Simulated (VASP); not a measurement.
## Sn: relaxation of cell and atoms with LDA

Sn:

```
Sn
1.0
    -1.89465    1.89465    1.89465
     1.89465   -1.89465    1.89465
     1.89465    1.89465   -1.89465
Sn
1
Direct
  0.00000 0.00000 0.00000
```

| Item | Value |
| --- | --- |
| Program | VASP 6.6.1 |
| Task | relaxation of cell and atoms |
| Functional | LDA |
| Potentials or basis | VASP PAW LDA potentials, release 64 (Sn_d) |
| Cutoff | 600 eV |
| k mesh | 12 × 12 × 12 |
| Occupations | methfessel-paxton, width 0.1 eV |
| Spin | no spin polarisation |
| Dipole correction | no |
| Further INCAR settings | ALGO = Normal; EDIFF = 1e-07; IBRION = 2; EDIFFG = -0.01; NSW = 100; ISIF = 3 |

```
Relaxed volume                         : 25.39 Å³/atom
Relaxed cell                           : a = 3.207 Å, b = 3.207 Å, c = 3.207 Å, α = 109.47°, β = 109.47°, γ = 109.47°
Space group after relaxing (to 0.05 Å) : Im-3m (No. 229)
Energy gained by relaxing              : 21.8 meV/atom
Ionic steps                            : 3
Pressure after relaxing                : 0.0 GPa
Band gap on the k mesh                 : zero (band 7 reaches 17.15 eV, above the bottom of band 8 at 6.01 eV)
```

Step by step:
```
step  energy change (eV)  largest force (eV/Å)  pressure (GPa)  volume (Å³)
   1              0.0000                0.0000           -3.62        27.20
   2             -0.0195                0.0000            1.34        24.86
   3             -0.0218                0.0000            0.04        25.39
```

Final structure:
```xyz
1
Lattice="-1.8515 1.8515 1.8515 1.8515 -1.8515 1.8515 1.8515 1.8515 -1.8515" Properties=species:S:1:pos:R:3 pbc="T T T"
Sn    0.0000    0.0000    0.0000
```

Levels at points of the mesh, in eV from the Fermi level:
| k point | band 4 | band 5 | band 6 | band 7 | band 8 | band 9 | band 10 | band 11 |
| --- | --- | --- | --- | --- | --- | --- | --- | --- |
| (0.00, 0.00, 0.00) | -21.42 | -21.42 | -11.70 | 8.39 | 8.39 | 8.39 | 12.26 | 12.26 |
| (0.50, 0.00, 0.00) | -21.43 | -21.31 | -6.63 | -4.83 | 3.69 | 5.56 | 8.35 | 8.52 |
| (0.50, 0.50, 0.50) | -21.34 | -21.34 | -2.29 | -0.66 | -0.66 | -0.66 | 3.86 | 3.86 |

It took 33 s on 1 thread of Intel(R) Xeon(R) Platinum 8488C (Sapphire Rapids), on a shared host, peak memory 0.16 GiB.

Caveat: spin-orbit coupling is left out, which moves the levels of the heavy elements.
